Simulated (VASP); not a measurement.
# GaN (P6_3mc) in VASP: further runs

Runs on GaN. Level: PBE. Tasks: single point, relaxation of cell and atoms.

All numbers are computed with VASP 6.6.1; they aren't measurements. Logs are shortened: lines on timing, memory, paths and dates and some standing lists are left out, and cuts for length are marked.

### Step 1. The cell of the first run

It takes space group P6_3mc (No. 186, hexagonal). Conventional cell: a = 3.218 Å, b = 3.218 Å, c = 5.243 Å, α = 90.00°, β = 90.00°, γ = 120.00°. Within 2.6 Å of Ga (site symmetry 3m) lie 4 N at 1.97 to 1.98 Å. N (site symmetry 3m) has 4 Ga at 1.97 to 1.98 Å within 2.6 Å.

### Step 2. Single point, PBE

File INCAR:

```
SYSTEM = GaN
ALGO = Normal
EDIFF = 1E-6
ENCUT = 520
GGA = PE
ISIF = 2
ISMEAR = 0
LASPH = .TRUE.
LCHARG = .TRUE.
LELF = .TRUE.
LREAL = .FALSE.
LVHAR = .TRUE.
LWAVE = .FALSE.
NBANDS = 26
NELM = 80
PREC = Accurate
SIGMA = 0.02
```

File KPOINTS:

```
k-points
0
G
  12 12 6
  0 0 0
```

File POSCAR:

```
GaN
1.0
    3.2183708034      0.0000000000      0.0000000000
   -1.6091854017      2.7871908746      0.0000000000
    0.0000000000      0.0000000000      5.2431683790
Ga N
2 2
Direct
    0.6666666667      0.3333333333      0.4991348589
    0.3333333333      0.6666666667      0.9991348589
    0.6666666667      0.3333333333      0.8758651411
    0.3333333333      0.6666666667      0.3758651411
```

Potentials or basis: VASP PAW PBE potentials, release 64 (Ga_d, N).

Started as:

```bash
cat potpaw_PBE.64/Ga_d/POTCAR potpaw_PBE.64/N/POTCAR > POTCAR
mpirun -np 1 vasp_std > vasp.out
```

OUTCAR:

```text
SYSTEM = GaN
   EDIFF = 1E-6
   ENCUT = 520
   GGA = PE
   ISIF = 2
   ISMEAR = 0
   LASPH = .TRUE.
   LREAL = .FALSE.
   NELM = 80
   PREC = Accurate

 ion  position               nearest neighbor table
   1  0.667  0.333  0.499-   4 1.97   4 1.97   4 1.97   3 1.98
   2  0.333  0.667  0.999-   3 1.97   3 1.97   3 1.97   4 1.98
   3  0.667  0.333  0.876-   2 1.97   2 1.97   2 1.97   1 1.98
   4  0.333  0.667  0.376-   1 1.97   1 1.97   1 1.97   2 1.98

  LATTYP: Found a hexagonal cell.
 ALAT       =     3.2183708034
 C/A-ratio  =     1.6291374423

  Lattice vectors:

 A1 = (   3.2183708034,   0.0000000000,   0.0000000000)
 A2 = (  -1.6091854017,   2.7871908746,   0.0000000000)
 A3 = (   0.0000000000,   0.0000000000,   5.2431683790)

Analysis of symmetry for initial positions (statically):
=====================================================================
 Subroutine PRICEL returns:
 Original cell was already a primitive cell.

 Routine SETGRP: Setting up the symmetry group for a
 hexagonal supercell.

 Subroutine GETGRP returns: Found 12 space group operations
 (whereof  6 operations were pure point group operations)
 out of a pool of 24 trial point group operations.

The static configuration has the point symmetry C_3v.
 The point group associated with its full space group is C_6v.

Analysis of symmetry for dynamics (positions and initial velocities):
=====================================================================
 Subroutine PRICEL returns:
 Original cell was already a primitive cell.

 Routine SETGRP: Setting up the symmetry group for a
 hexagonal supercell.

 Subroutine GETGRP returns: Found 12 space group operations
 (whereof  6 operations were pure point group operations)
 out of a pool of 24 trial point group operations.

The dynamic configuration has the point symmetry C_3v.
 The point group associated with its full space group is C_6v.

 Subroutine INISYM returns: Found 12 space group operations
 (whereof  6 operations are pure point group operations),
 and found     1 'primitive' translations

----------------------------------------------------------------------------------------

                                     Primitive cell

  volume of cell :      47.0323

  direct lattice vectors                    reciprocal lattice vectors
     3.218370803  0.000000000  0.000000000     0.310716217  0.179392091  0.000000000
    -1.609185402  2.787190875  0.000000000     0.000000000  0.358784183  0.000000000
     0.000000000  0.000000000  5.243168379     0.000000000  0.000000000  0.190724373

  length of vectors
     3.218370803  3.218370803  5.243168379     0.358784183  0.358784183  0.190724373

  position of ions in fractional coordinates (direct lattice)
     0.666666667  0.333333333  0.499134859
     0.333333333  0.666666667  0.999134859
     0.666666667  0.333333333  0.875865141
     0.333333333  0.666666667  0.375865141

  ion indices of the primitive-cell ions
   primitive index   ion index
                 1           1
                 2           2
                 3           3
                 4           4

----------------------------------------------------------------------------------------

 KPOINTS: k-points

Automatic generation of k-mesh.
 Grid dimensions read from file:
 generate k-points for:   12   12    6

 Generating k-lattice:

  Cartesian coordinates                     Fractional coordinates (reciprocal lattice)
     0.025893018  0.014949341  0.000000000     0.083333333  0.000000000  0.000000000
     0.000000000  0.029898682  0.000000000     0.000000000  0.083333333  0.000000000
     0.000000000  0.000000000  0.031787395     0.000000000  0.000000000  0.166666667

  Length of vectors
     0.029898682  0.029898682  0.031787395

  Shift w.r.t. Gamma in fractional coordinates (k-lattice)
     0.000000000  0.000000000  0.000000000

 Subroutine IBZKPT returns following result:
 ===========================================

 Found     76 irreducible k-points:

 Following reciprocal coordinates:
            Coordinates               Weight
  0.000000  0.000000  0.000000      1.000000
  0.083333 -0.000000  0.000000      6.000000
  0.166667 -0.000000  0.000000      6.000000
  0.250000 -0.000000  0.000000      6.000000
  0.333333 -0.000000  0.000000      6.000000
  0.416667  0.000000  0.000000      6.000000
[... 16 lines left out ...]
  0.250000 -0.000000  0.166667     12.000000
  0.333333 -0.000000  0.166667     12.000000
 [... further k-points ...]
   k-points           NKPTS =     76   k-points in BZ     NKDIM =     76   number of bands    NBANDS=     26
   number of dos      NEDOS =    301   number of ions     NIONS =      4
   total plane-waves  NPLWV =  23040
   dimension x,y,z NGX =    24 NGY =   24 NGZ =   40
   dimension x,y,z NGXF=    48 NGYF=   48 NGZF=   80
   ions per type =               2   2
   NGX,Y,Z   is equivalent  to a cutoff of  12.40, 12.40, 12.68 a.u.
   NGXF,Y,Z  is equivalent  to a cutoff of  24.79, 24.79, 25.37 a.u.
 SYSTEM =  GaN
   PREC   = accura    normal or accurate (medium, high low for compatibility)
   ISTART =      0    job   : 0-new  1-cont  2-samecut
   ICHARG =      2    charge: 1-file 2-atom 10-const
   ISPIN  =      1    spin polarized calculation?
   LNONCOLLINEAR =      F non collinear calculations
   LSORBIT =      F    spin-orbit coupling
   LASPH  =      T    aspherical Exc in radial PAW
   ENCUT  =  520.0 eV  38.22 Ry    6.18 a.u.   5.98  5.98  9.75*2*pi/ulx,y,z
   NELM   =     80;   NELMIN=  2; NELMDL= -5     # of ELM steps
   EDIFF  = 0.1E-05   stopping-criterion for ELM
   LREAL  =      F    real-space projection
   EDIFFG = 0.1E-04   stopping-criterion for IOM
   NSW    =      0    number of steps for IOM
   IBRION =     -1    ionic relax: 0-MD 1-quasi-New 2-CG
   NFREE  =      0    steps in history (QN), initial steepest desc. (CG)
   ISIF   =      2    stress and relaxation
   ISYM   =      2    0-nonsym 1-usesym 2-fastsym
   POTIM  = 0.5000    time-step for ionic-motion
   TEBEG  =    0.0;   TEEND  =   0.0 temperature during run
   PSTRESS=    0.0 pullay stress
   NELECT =      36.0000    total number of electrons
   NUPDOWN=      -1.0000    fix difference up-down
   EMIN   =  10.00;   EMAX   =-10.00  energy-range for DOS
   EFERMI =   0.00;   METHOD = LEGACY
   ISMEAR =     0;   SIGMA  =   0.02  broadening in eV -4-tet -1-fermi 0-gaus
   EFERMI_NEDOS =   21; number of points for ismear=-14 and -15
   IALGO  =     38    algorithm
   IMIX   =      4    mixing-type and parameters
     AMIX     =   0.40;   BMIX     =  1.00
     AMIX_MAG =   1.60;   BMIX_MAG =  1.00
  volume/ion in A,a.u.               =      11.76        79.35
  Fermi-wavevector in a.u.,A,eV,Ry     =   1.497534  2.829930 30.512550  2.242609
  Thomas-Fermi vector in A             =   2.609410
   LORBIT       =      0    0 simple, 1 ext, 2 COOP (PROOUT), +10 PAW based schemes
   GGA     = PE    functional components
   LHFCALC =     F    Hartree Fock is set to
   AEXX    =    0.0000 exact exchange contribution
   IVDW    =     0    specifies the selected vdW correction
   LEPSILON=     F    determine dielectric tensor
   LRPA    =     F    only Hartree local field effects (RPA)
 non-spin polarized calculation
 Gauss-broadening in eV      SIGMA  =   0.02
  energy-cutoff  :      520.00
  volume of cell :       47.03
 maximum number of plane-waves:      1290
 NGX is ok and might be reduce to    24
   NGX = 11   NGY = 11   NGZ = 19

 number of electron      35.9999957 magnetization

 Free energy of the ion-electron system (eV)
  ---------------------------------------------------
  ext. energy  EPLUGINS =         0.00000000
  ---------------------------------------------------
  free energy    TOTEN  =       -24.32786859 eV

  energy without entropy =      -24.32786859  energy(sigma->0) =      -24.32786859

 E-fermi :   5.1653     XC(G=0): -11.5151

 val. band max:        5.0086714196   @ k =   0.0000   0.0000   0.0000
 cond. band min:       6.7245690597   @ k =   0.0000   0.0000   0.0000
 fundamental gap:      1.7158976400
 Fermi energy:         5.1652696264

 k-point     1 :       0.0000    0.0000    0.0000
  band No.  band energies     occupation
      1     -10.7266      2.00000
      2      -9.9034      2.00000
      3      -8.4117      2.00000
      4      -8.3974      2.00000
      5      -8.3974      2.00000
      6      -8.3416      2.00000
[... 18 lines left out ...]
     25      16.4967      0.00000
     26      16.4967      0.00000

 k-point     2 :       0.0833   -0.0000    0.0000
  band No.  band energies     occupation
      1     -10.6623      2.00000
      2      -9.8876      2.00000
      3      -8.4058      2.00000
      4      -8.3881      2.00000
      5      -8.3737      2.00000
      6      -8.3344      2.00000
[... 18 lines left out ...]
     25      16.1517      0.00000
     26      16.6458      0.00000

 k-point     3 :       0.1667   -0.0000    0.0000
  band No.  band energies     occupation
      1     -10.4885      2.00000
      2      -9.8492      2.00000
      3      -8.3835      2.00000
      4      -8.3655      2.00000
      5      -8.3201      2.00000
      6      -8.2947      2.00000
[... 18 lines left out ...]
     25      16.1661      0.00000
     26      16.9982      0.00000

 k-point     4 :       0.2500   -0.0000    0.0000
  band No.  band energies     occupation
      1     -10.2633      2.00000
      2      -9.8076      2.00000
      3      -8.3604      2.00000
      4      -8.3432      2.00000
      5      -8.2816      2.00000
      6      -8.2482      2.00000
[... 18 lines left out ...]
     25      16.2716      0.00000
     26      17.4684      0.00000

 k-point     5 :       0.3333   -0.0000    0.0000
  band No.  band energies     occupation
      1     -10.0664      2.00000
      2      -9.7776      2.00000
      3      -8.3482      2.00000
      4      -8.3319      2.00000
      5      -8.2548      2.00000
      6      -8.2034      2.00000
[... 18 lines left out ...]
     25      16.4602      0.00000
     26      17.9318      0.00000

 k-point     6 :       0.4167    0.0000    0.0000
  band No.  band energies     occupation
      1      -9.9478      2.00000
      2      -9.7624      2.00000
      3      -8.3481      2.00000
      4      -8.3296      2.00000
      5      -8.2445      2.00000
      6      -8.1990      2.00000
[... 427 lines left out ...]
 k-point    21 :       0.0833   -0.0000    0.1667
  band No.  band energies     occupation
      1     -10.5889      2.00000
      2      -9.9109      2.00000
      3      -8.3968      2.00000
      4      -8.3864      2.00000
      5      -8.3585      2.00000
      6      -8.3396      2.00000
[... 18 lines left out ...]
     25      16.0080      0.00000
     26      16.4141      0.00000

 k-point    22 :       0.1667   -0.0000    0.1667
  band No.  band energies     occupation
      1     -10.4234      2.00000
      2      -9.8661      2.00000
      3      -8.3800      2.00000
      4      -8.3624      2.00000
      5      -8.3246      2.00000
      6      -8.3010      2.00000
[... 18 lines left out ...]
     25      15.7800      0.00000
     26      16.7994      0.00000

 k-point    23 :       0.2500   -0.0000    0.1667
  band No.  band energies     occupation
      1     -10.2121      2.00000
      2      -9.8170      2.00000
      3      -8.3606      2.00000
      4      -8.3373      2.00000
      5      -8.2937      2.00000
      6      -8.2549      2.00000
[... 18 lines left out ...]
     25      15.9153      0.00000
     26      17.3064      0.00000

 k-point    24 :       0.3333   -0.0000    0.1667
  band No.  band energies     occupation
      1     -10.0303      2.00000
      2      -9.7810      2.00000
      3      -8.3521      2.00000
      4      -8.3228      2.00000
      5      -8.2688      2.00000
      6      -8.2107      2.00000
[... 18 lines left out ...]
     25      16.1692      0.00000
     26      17.8813      0.00000

 [... further k-points ...]

------------------------ aborting loop because EDIFF is reached ----------------------------------------

  FORCE on cell =-STRESS in cart. coord.  units (eV):
  Direction    XX          YY          ZZ          XY          YZ          ZX
  --------------------------------------------------------------------------------------
  -------------------------------------------------------------------------------------
  Total        0.0361510      0.0361510      0.0455543      0.0000000      0.0000000      0.0000000
  in kB        1.2314982      1.2314982      1.5518286      0.0000000      0.0000000      0.0000000
  external PRESSURE =       1.3382750 kB  Pullay stress =       0.0000000 kB

 VOLUME and BASIS-vectors are now :
 -----------------------------------------------------------------------------
  energy-cutoff  :      520.00
  volume of cell :       47.03
      direct lattice vectors                 reciprocal lattice vectors
     3.218370803  0.000000000  0.000000000     0.310716217  0.179392091  0.000000000
    -1.609185402  2.787190875  0.000000000     0.000000000  0.358784183  0.000000000
     0.000000000  0.000000000  5.243168379     0.000000000  0.000000000  0.190724373

 POSITION                                       TOTAL-FORCE (eV/Angst)
 -----------------------------------------------------------------------------------
      1.60919      0.92906      2.61705        -0.000000     -0.000000     -0.000119
     -0.00000      1.85813      5.23863         0.000000      0.000000     -0.000119
      1.60919      0.92906      4.59231         0.000000     -0.000000      0.000119
     -0.00000      1.85813      1.97072        -0.000000      0.000000      0.000119
 -----------------------------------------------------------------------------------
    total drift:                               -0.000001     -0.000001     -0.001211

  FREE ENERGIE OF THE ION-ELECTRON SYSTEM (eV)
  ---------------------------------------------------
  free  energy   TOTEN  =       -24.3278685900 eV

  energy  without entropy=      -24.3278685900  energy(sigma->0) =      -24.32786859
```

Run time: 34 s. Hardware: 1 thread of Intel Xeon 6975P-C (Granite Rapids), shared host; peak memory 0.2 GiB.

What came out:

| Property | Result |
| --- | --- |
| Free energy | -24.3279 eV |
| Pressure | 0.1 GPa |
| Band gap on the k mesh | 1.72 eV, direct |

PBE gaps usually lie below the measured ones, often by a third to a half.

### Step 3. Relaxation of cell and atoms, PBE

This run uses another cell than the first one, of 11.43 Å³/atom, 0.972 times its volume.

File INCAR:

```
SYSTEM = GaN
  PREC = Accurate
  ENCUT = 600
  EDIFF = 1E-6
  ISMEAR = 0
  SIGMA = 0.02
  LREAL = .False.
  LASPH = .True.
  NELM = 60
  ALGO = Normal
  ISIF = 3
  LWAVE = .False.
  LCHARG = .False.
  GGA = PE
  IBRION = 2
  NSW = 100
  EDIFFG = -0.005
```

File KPOINTS:

```
regular mesh
0
Gamma
  12 12 6
  0 0 0
```

File POSCAR:

```
GaN
1.0
    3.1889304000      0.0000000000      0.0000000000
   -1.5944652000      2.7616947400      0.0000000000
    0.0000000000      0.0000000000      5.1923572500
Ga N
2 2
Direct
    0.6666666700      0.3333333300      0.4990837100
    0.3333333300      0.6666666700      0.9990837100
    0.6666666700      0.3333333300      0.8759162900
    0.3333333300      0.6666666700      0.3759162900
```

Potentials or basis: VASP PAW PBE potentials, release 64 (Ga_d, N).

Started as:

```bash
cat potpaw_PBE.64/Ga_d/POTCAR potpaw_PBE.64/N/POTCAR > POTCAR
mpirun -np 1 vasp_std > vasp.out
```

It took 5.6 min on 1 thread of Intel Xeon Platinum 8259CL at 2.50GHz (Skylake/Cascade Lake), shared host; peak memory 0.24 GiB.

Results (log left out):

```
Free energy                            : -24.3290 eV
Relaxed volume                         : 11.75 Å³/atom
Relaxed cell                           : a = 3.218 Å, b = 3.218 Å, c = 5.242 Å, α = 90.00°, β = 90.00°, γ = 120.00°
Space group after relaxing (to 0.05 Å) : P6_3mc (No. 186)
Energy gained by relaxing              : 5.0 meV/atom
Ionic steps                            : 7
Pressure after relaxing                : 0.0 GPa
Band gap on the k mesh                 : 1.72 eV, direct
```

Stress tensor (GPa, compression positive):
```
-0.06  0.00  0.00
 0.00 -0.06  0.00
 0.00  0.00  0.02
```

Step by step:
```tsv
step	energy change (eV)	largest force (eV/Å)	pressure (GPa)	volume (Å³)
1	0.0000	0.0058	5.04	45.73
2	-0.0062	0.0042	-3.78	48.15
3	-0.0200	0.0003	0.03	47.03
4	-0.0200	0.0002	-0.47	47.05
5	-0.0196	0.0039	0.70	46.84
6	-0.0200	0.0010	0.06	47.00
7	-0.0200	0.0011	-0.03	47.01
```

Final structure:
```yaml
crystal:
  lattice:
    - [3.21799, 0.00000, 0.00000]
    - [-1.60899, 2.78686, 0.00000]
    - [0.00000, 0.00000, 5.24153]
  atoms:
    - { symbol: Ga, position: [0.66667, 0.33333, 0.49911] }
    - { symbol: Ga, position: [0.33333, 0.66667, 0.99911] }
    - { symbol: N, position: [0.66667, 0.33333, 0.87589] }
    - { symbol: N, position: [0.33333, 0.66667, 0.37589] }
```

Levels at points of the mesh, in eV from the valence-band top:
| k point | band 15 | band 16 | band 17 | band 18 | band 19 | band 20 | band 21 | band 22 |
| --- | --- | --- | --- | --- | --- | --- | --- | --- |
| (0.00, 0.00, 0.00) | -1.00 | -0.04 | 0.00 | 0.00 | 1.72 | 4.07 | 9.03 | 9.73 |
| (0.50, 0.00, 0.00) | -4.07 | -2.64 | -2.12 | -0.96 | 4.98 | 5.38 | 5.98 | 8.35 |
| (0.00, 0.00, 0.50) | -0.51 | -0.51 | -0.51 | -0.51 | 4.06 | 4.06 | 8.32 | 8.32 |
| (0.50, 0.00, 0.50) | -1.87 | -1.87 | -1.83 | -1.83 | 4.31 | 4.31 | 7.58 | 7.58 |
